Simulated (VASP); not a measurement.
# MgO2 (R-3m) in VASP: a series of runs, part 2 of 2

VASP 6.6.1. The steps go on from the part before.

### 3 Single point, r2SCAN (strain -0.025 along x and y, +0.000 along z)

POSCAR

```
MgO2
1.0
    1.5646419906      0.9033464745      3.4939788749
   -1.5646419906      0.9033464745      3.4939788749
    0.0000000000     -1.8066929489      3.4939788749
Mg O
1 2
Direct
    0.0000000000      0.0000000000      0.0000000000
    0.4287860000      0.4287860000      0.4287860000
    0.5712140000      0.5712140000      0.5712140000
```

INCAR.step1

```
PREC = Accurate
ENCUT = 520
ISMEAR = 0
SIGMA = 0.05
LREAL = F
LASPH = T
NELM = 100
NBANDS = 14
GGA = PE
ALGO = Normal
EDIFF = 1E-4
LWAVE = T
LCHARG = F
```

INCAR.step2

```
PREC = Accurate
ENCUT = 520
EDIFF = 1E-6
ISMEAR = 0
SIGMA = 0.05
LREAL = F
LASPH = T
NELM = 100
ALGO = Normal
ISIF = 2
LWAVE = F
LCHARG = T
METAGGA = R2SCAN
LMIXTAU = T
LELF = T
LVHAR = T
NBANDS = 14
ISTART = 1
```

KPOINTS

```
regular mesh
0
Gamma
  12 12 12
```

Potentials or basis: VASP PAW PBE potentials, release 64 (Mg, O).

Started as:

```
$ cat potpaw_PBE.64/Mg/POTCAR potpaw_PBE.64/O/POTCAR > POTCAR
$ cp INCAR.step1 INCAR
$ mpirun -np 1 vasp_std > vasp.out
$ cp INCAR.step2 INCAR
$ mpirun -np 1 vasp_std > vasp.out
```

OUTCAR:

```text
PREC = Accurate
   ENCUT = 520
   EDIFF = 1E-6
   ISMEAR = 0
   LREAL = F
   LASPH = T
   NELM = 100
   ISIF = 2
   METAGGA = R2SCAN
   ISTART = 1

 ion  position               nearest neighbor table
   1  0.000  0.000  0.000-   3 2.07   3 2.07   2 2.07   2 2.07   3 2.07   2 2.07
   2  0.429  0.429  0.429-   3 1.49   1 2.07   1 2.07   1 2.07
   3  0.571  0.571  0.571-   2 1.49   1 2.07   1 2.07   1 2.07

  LATTYP: Found a trigonal (rhomboedric) cell.
 ALAT       =     3.9334498586
 COS(alpha) =     0.6835444465

  Lattice vectors:

 A1 = (   1.5646419906,   0.9033464745,   3.4939788749)
 A2 = (  -1.5646419906,   0.9033464745,   3.4939788749)
 A3 = (   0.0000000000,  -1.8066929489,   3.4939788749)

Analysis of symmetry for initial positions (statically):
=====================================================================
 Subroutine PRICEL returns:
 Original cell was already a primitive cell.

 Routine SETGRP: Setting up the symmetry group for a
 trigonal (rhombohedral) supercell.

 Subroutine GETGRP returns: Found 12 space group operations
 (whereof 12 operations were pure point group operations)
 out of a pool of 12 trial point group operations.

The static configuration has the point symmetry D_3d.

Analysis of symmetry for dynamics (positions and initial velocities):
=====================================================================
 Subroutine PRICEL returns:
 Original cell was already a primitive cell.

 Routine SETGRP: Setting up the symmetry group for a
 trigonal (rhombohedral) supercell.

 Subroutine GETGRP returns: Found 12 space group operations
 (whereof 12 operations were pure point group operations)
 out of a pool of 12 trial point group operations.

The dynamic configuration has the point symmetry D_3d.

 Subroutine INISYM returns: Found 12 space group operations
 (whereof 12 operations are pure point group operations),
 and found     1 'primitive' translations

----------------------------------------------------------------------------------------

                                     Primitive cell

  volume of cell :      29.6306

  direct lattice vectors                    reciprocal lattice vectors
     1.564641991  0.903346475  3.493978875     0.319561921  0.184499161  0.095402218
    -1.564641991  0.903346475  3.493978875    -0.319561921  0.184499161  0.095402218
     0.000000000 -1.806692949  3.493978875     0.000000000 -0.368998322  0.095402218

  length of vectors
     3.933449859  3.933449859  3.933449859     0.381131663  0.381131663  0.381131663

  position of ions in fractional coordinates (direct lattice)
     0.000000000  0.000000000  0.000000000
     0.428786000  0.428786000  0.428786000
     0.571214000  0.571214000  0.571214000

  ion indices of the primitive-cell ions
   primitive index   ion index
                 1           1
                 2           2
                 3           3

----------------------------------------------------------------------------------------

[... 49 lines left out ...]
 -0.416667  0.166667  0.000000     12.000000
 [... further k-points ...]
   k-points           NKPTS =    189   k-points in BZ     NKDIM =    189   number of bands    NBANDS=     14
   number of dos      NEDOS =    301   number of ions     NIONS =      3
   total plane-waves  NPLWV =  27000
   dimension x,y,z NGX =    30 NGY =   30 NGZ =   30
   dimension x,y,z NGXF=    60 NGYF=   60 NGZF=   60
   ions per type =               1   2
   NGX,Y,Z   is equivalent  to a cutoff of  12.68, 12.68, 12.68 a.u.
   NGXF,Y,Z  is equivalent  to a cutoff of  25.36, 25.36, 25.36 a.u.
 SYSTEM =  unknown system
   PREC   = accura    normal or accurate (medium, high low for compatibility)
   ISTART =      1    job   : 0-new  1-cont  2-samecut
   ICHARG =      0    charge: 1-file 2-atom 10-const
   ISPIN  =      1    spin polarized calculation?
   LNONCOLLINEAR =      F non collinear calculations
   LSORBIT =      F    spin-orbit coupling
   LASPH  =      T    aspherical Exc in radial PAW
   ENCUT  =  520.0 eV  38.22 Ry    6.18 a.u.   7.31  7.31  7.31*2*pi/ulx,y,z
   NELM   =    100;   NELMIN=  2; NELMDL=  0     # of ELM steps
   EDIFF  = 0.1E-05   stopping-criterion for ELM
   LREAL  =      F    real-space projection
   EDIFFG = 0.1E-04   stopping-criterion for IOM
   NSW    =      0    number of steps for IOM
   IBRION =     -1    ionic relax: 0-MD 1-quasi-New 2-CG
   NFREE  =      0    steps in history (QN), initial steepest desc. (CG)
   ISIF   =      2    stress and relaxation
   ISYM   =      2    0-nonsym 1-usesym 2-fastsym
   POTIM  = 0.5000    time-step for ionic-motion
   TEBEG  =    0.0;   TEEND  =   0.0 temperature during run
   PSTRESS=    0.0 pullay stress
   NELECT =      14.0000    total number of electrons
   NUPDOWN=      -1.0000    fix difference up-down
   EMIN   =  10.00;   EMAX   =-10.00  energy-range for DOS
   EFERMI =   0.00;   METHOD = LEGACY
   ISMEAR =     0;   SIGMA  =   0.05  broadening in eV -4-tet -1-fermi 0-gaus
   EFERMI_NEDOS =   21; number of points for ismear=-14 and -15
   IALGO  =     38    algorithm
   IMIX   =      4    mixing-type and parameters
     AMIX     =   0.40;   BMIX     =  1.00
     AMIX_MAG =   1.60;   BMIX_MAG =  1.00
  volume/ion in A,a.u.               =       9.88        66.65
  Fermi-wavevector in a.u.,A,eV,Ry     =   1.275079  2.409551 22.120725  1.625827
  Thomas-Fermi vector in A             =   2.407812
   LORBIT       =      0    0 simple, 1 ext, 2 COOP (PROOUT), +10 PAW based schemes
   METAGGA = R2SCAN    functional components
   LHFCALC =     F    Hartree Fock is set to
   AEXX    =    0.0000 exact exchange contribution
   IVDW    =     0    specifies the selected vdW correction
   LEPSILON=     F    determine dielectric tensor
   LRPA    =     F    only Hartree local field effects (RPA)
 non-spin polarized calculation
 Gauss-broadening in eV      SIGMA  =   0.05
  energy-cutoff  :      520.00
  volume of cell :       29.63
 maximum number of plane-waves:       810
 NGX is ok and might be reduce to    30
   NGX = 15   NGY = 15   NGZ = 15

 number of electron      14.0000000 magnetization

 Free energy of the ion-electron system (eV)
  ---------------------------------------------------
  ext. energy  EPLUGINS =         0.00000000
  ---------------------------------------------------
  free energy    TOTEN  =       -21.56904891 eV

  energy without entropy =      -21.56904891  energy(sigma->0) =      -21.56904891

 E-fermi :   2.8053     XC(G=0): -11.0214

 val. band max:        2.5432887867   @ k =   0.5000   0.5000   0.5000
 cond. band min:       5.3826132614   @ k =   0.5000   0.5000   0.5000
 fundamental gap:      2.8393244748
 Fermi energy:         2.8052666882

 k-point     1 :       0.0000    0.0000    0.0000
  band No.  band energies     occupation
      1     -19.8745      2.00000
      2     -13.0141      2.00000
      3      -5.2228      2.00000
      4      -0.8315      2.00000
      5      -0.8315      2.00000
      6       1.6907      2.00000
      7       1.6907      2.00000
      8       8.1056      0.00000
      9       8.3168      0.00000
     10      15.9693      0.00000
     11      17.9894      0.00000
     12      18.9055      0.00000
     13      18.9055      0.00000
     14      21.1152      0.00000
[... 377 lines left out ...]
      1     -19.2561      2.00000
      2     -13.3471      2.00000
      3      -4.2030      2.00000
      4      -3.3287      2.00000
      5      -1.6597      2.00000
      6       1.0139      2.00000
      7       1.2426      2.00000
      8       7.3240      0.00000
      9      13.1864      0.00000
     10      14.4249      0.00000
     11      16.7352      0.00000
     12      18.2894      0.00000
     13      18.6370      0.00000
     14      21.7879      0.00000

 [... further k-points ...]

------------------------ aborting loop because EDIFF is reached ----------------------------------------

  FORCE on cell =-STRESS in cart. coord.  units (eV):
  Direction    XX          YY          ZZ          XY          YZ          ZX
  --------------------------------------------------------------------------------------
  -------------------------------------------------------------------------------------
  Total        0.3376976      0.3376976     -0.8429933      0.0000000     -0.0000000      0.0000000
  in kB       18.2598733     18.2598733    -45.5820477      0.0000000     -0.0000000      0.0000000
  external PRESSURE =      -3.0207670 kB  Pullay stress =       0.0000000 kB

 VOLUME and BASIS-vectors are now :
 -----------------------------------------------------------------------------
  energy-cutoff  :      520.00
  volume of cell :       29.63
      direct lattice vectors                 reciprocal lattice vectors
     1.564641991  0.903346475  3.493978875     0.319561921  0.184499161  0.095402218
    -1.564641991  0.903346475  3.493978875    -0.319561921  0.184499161  0.095402218
     0.000000000 -1.806692949  3.493978875     0.000000000 -0.368998322  0.095402218

 POSITION                                       TOTAL-FORCE (eV/Angst)
 -----------------------------------------------------------------------------------
      0.00000      0.00000      0.00000         0.000000     -0.000000     -0.000000
      0.00000      0.00000      4.49451         0.000000      0.000000      0.290865
      0.00000      0.00000      5.98743         0.000000     -0.000000     -0.290865
 -----------------------------------------------------------------------------------
    total drift:                                0.000000     -0.000000      0.000000

  FREE ENERGIE OF THE ION-ELECTRON SYSTEM (eV)
  ---------------------------------------------------
  free  energy   TOTEN  =       -21.5690489123 eV

  energy  without entropy=      -21.5690489123  energy(sigma->0) =      -21.56904891
```

OSZICAR.step1:

```text
N       E                     dE             d eps       ncg     rms          rms(c)
DAV:   1     0.460430822621E+02    0.46043E+02   -0.76483E+03  5844   0.914E+02
DAV:   2    -0.155782698173E+02   -0.61621E+02   -0.57796E+02  7038   0.198E+02
DAV:   3    -0.177175760368E+02   -0.21393E+01   -0.21337E+01  6132   0.351E+01
DAV:   4    -0.177255417472E+02   -0.79657E-02   -0.79655E-02  6414   0.245E+00
DAV:   5    -0.177255817863E+02   -0.40039E-04   -0.40039E-04  6240   0.163E-01    0.853E+00
DAV:   6    -0.164480549806E+02    0.12775E+01   -0.19929E+00  5544   0.121E+01    0.363E+00
DAV:   7    -0.163422835144E+02    0.10577E+00   -0.21182E-01  5856   0.396E+00    0.170E+00
DAV:   8    -0.163407314081E+02    0.15521E-02   -0.54217E-02  5376   0.222E+00    0.243E-01
DAV:   9    -0.163417832429E+02   -0.10518E-02   -0.10605E-02  6048   0.756E-01    0.941E-02
DAV:  10    -0.163418765403E+02   -0.93297E-04   -0.40765E-04  5868   0.196E-01
   1 F= -.16341877E+02 E0= -.16341877E+02  d E =-.811459E-21
```

Wall time 3 min (1 thread of AMD EPYC 9R45 (Zen 5), shared host); peak memory 0.19 GiB.

Results:

| Quantity | Value |
| --- | --- |
| Free energy | -21.5690 eV |
| Pressure | -0.3 GPa |
| Largest force | 0.291 eV/Å |
| Band gap on the k mesh | 2.84 eV, direct |

Forces on the atoms (eV/Å):
```
Mg   0.000  0.000  0.000
O    0.000  0.000  0.291
O    0.000  0.000 -0.291
```

Levels at points of the mesh, in eV from the valence-band top:
| k point | band 4 | band 5 | band 6 | band 7 | band 8 | band 9 | band 10 | band 11 |
| --- | --- | --- | --- | --- | --- | --- | --- | --- |
| (0.00, 0.00, 0.00) | -3.37 | -3.37 | -0.85 | -0.85 | 5.56 | 5.77 | 13.43 | 15.45 |
| (0.50, 0.00, 0.00) | -6.28 | -3.77 | -1.30 | -1.28 | 4.81 | 9.86 | 11.98 | 14.05 |
| (0.50, 0.50, 0.00) | -5.62 | -4.44 | -2.26 | -0.20 | 4.11 | 9.05 | 12.57 | 14.06 |
| (0.50, 0.50, 0.50) | -3.93 | -3.93 | 0.00 | 0.00 | 2.84 | 6.08 | 10.92 | 15.95 |

Caveat: the cell differs from its parent crystal (strain -0.025 along x and y, +0.000 along z); the PAW data sets were made with another functional, which shifts forces and pressure a little.

### 4 Single point, r2SCAN (strain +0.000 along x and y, -0.025 along z)

POSCAR

```
MgO2
1.0
    1.6047610160      0.9265092046      3.4066294030
   -1.6047610160      0.9265092046      3.4066294030
    0.0000000000     -1.8530184092      3.4066294030
Mg O
1 2
Direct
    0.0000000000      0.0000000000      0.0000000000
    0.4287860000      0.4287860000      0.4287860000
    0.5712140000      0.5712140000      0.5712140000
```

INCAR.step1

```
SYSTEM = MgO2
ALGO = Normal ; EDIFF = 1E-4
ENCUT = 520 ; GGA = PE
ISMEAR = 0 ; LASPH = .True.
LCHARG = .False. ; LREAL = .False.
LWAVE = .True. ; NBANDS = 14
NELM = 60 ; PREC = Accurate
SIGMA = 0.05
```

INCAR.step2

```
SYSTEM = MgO2
ALGO = Normal ; EDIFF = 1E-6
ENCUT = 520 ; ISIF = 2
ISMEAR = 0 ; ISTART = 1
LASPH = .True. ; LCHARG = .False.
LMIXTAU = .True. ; LREAL = .False.
LWAVE = .False. ; METAGGA = R2SCAN
NBANDS = 14 ; NELM = 60
PREC = Accurate ; SIGMA = 0.05
```

KPOINTS

```
k-points
0
Gamma
  12 12 12
  0 0 0
```

Started as:

```
$ cat potpaw_PBE.64/Mg/POTCAR potpaw_PBE.64/O/POTCAR > POTCAR
$ cp INCAR.step1 INCAR
$ mpirun -np 1 vasp_std > vasp.out
$ cp INCAR.step2 INCAR
$ mpirun -np 1 vasp_std > vasp.out
```

Run time: 2.8 min. Hardware: 1 thread of AMD EPYC 9R45 (Zen 5), shared host; peak memory 0.2 GiB.

The run converged. Its results:

| Quantity | Value |
| --- | --- |
| Free energy | -21.5419 eV |
| Pressure | -0.8 GPa |
| Largest force | 0.853 eV/Å |
| Band gap on the k mesh | 3.47 eV, direct |

Forces in eV/Å, atoms in the order of the input:
```
Mg   0.000  0.000  0.000
O    0.000  0.000 -0.853
O    0.000  0.000  0.853
```

Stress tensor (GPa, compression positive):
```
-5.54  0.00  0.00
 0.00 -5.54  0.00
 0.00  0.00  8.65
```

Levels at points of the mesh, in eV from the valence-band top:
| k point | band 4 | band 5 | band 6 | band 7 | band 8 | band 9 | band 10 | band 11 |
| --- | --- | --- | --- | --- | --- | --- | --- | --- |
| (0.00, 0.00, 0.00) | -3.78 | -3.78 | -0.90 | -0.90 | 5.10 | 6.02 | 13.53 | 15.55 |
| (0.50, 0.00, 0.00) | -6.46 | -4.11 | -1.35 | -1.07 | 5.35 | 9.25 | 11.02 | 13.66 |
| (0.50, 0.50, 0.00) | -5.78 | -4.84 | -2.13 | -0.11 | 4.70 | 8.32 | 11.69 | 13.77 |
| (0.50, 0.50, 0.50) | -4.35 | -4.35 | 0.00 | 0.00 | 3.47 | 5.37 | 10.72 | 14.92 |

Caveat: the cell differs from its parent crystal (strain +0.000 along x and y, -0.025 along z); the PAW data sets were made with another functional, which shifts forces and pressure a little. A k mesh can miss the band edges.

### 5 The runs side by side

| cell | gap on the mesh (eV) | pressure (GPa) | largest force (eV/Å) |
| --- | --- | --- | --- |
| a = 3.801 Å, angles 49.9°, 3 atoms | 3.88 | 5.2 | 1.90 |
| a = 3.933 Å, angles 46.9°, 3 atoms | 2.84 | -0.3 | 0.29 |
| a = 3.878 Å, angles 48.9°, 3 atoms | 3.47 | -0.8 | 0.85 |

Alike in all rows: task single point; level r2SCAN; potentials or basis VASP PAW PBE potentials, release 64 (Mg, O); no spin polarisation; k mesh 12 × 12 × 12; cutoff (eV) 520; smearing gaussian 0.05 eV.

Caveats: the PAW data sets were made with another functional, which shifts forces and pressure a little.

Absolute energies hang on the potentials; compare differences alone.
